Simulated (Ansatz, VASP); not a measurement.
# One calculation of Co, two programs

```xyz
2
Lattice="2.5074 0.0000 0.0000 -1.2537 2.1715 0.0000 0.0000 0.0000 4.0699" Properties=species:S:1:pos:R:3 pbc="T T T"
Co    0.0000    1.4476    1.0175
Co    1.2537    0.7238    3.0524
```

Alike in both runs: task electric field gradients; functional PBE; k mesh 15 × 15 × 8; occupations fermi-dirac, width 0.05 eV; collinear spin.

|  | VASP | Ansatz |
| --- | --- | --- |
| version | VASP 6.6.1 | Ansatz 0.2.0 |
| potentials or method | VASP PAW PBE potentials, release 64 (Co) | plane-wave PAW, scalar-relativistic |
| plane-wave cutoff (eV) | 520 | 420 |
| valence electrons in the cell | 18 | 34 |

```csv
,VASP,Ansatz,Ansatz less VASP
pressure (GPa),-10.1,-3.9,+6.23
"traceless stress, the component that is largest in VASP (GPa)",0.92,-0.54,-1.462
net moment per atom (μB),0.00,1.64,+1.642
size of the moment on the site where the two differ most (μB),1.03,1.72,+0.692
size of Vzz on the site where it differs most (V/Å²),17.0,2.3,-14.73
```

The net moments are unlike, so the other rows may belong to different states. Site moments also hang on the region over which each program counts them. VASP's potentials hold 18 valence electrons a cell and Ansatz's 34, so a difference there can come from the potentials and not from the codes. Ansatz's warnings: seeded moment not kept.
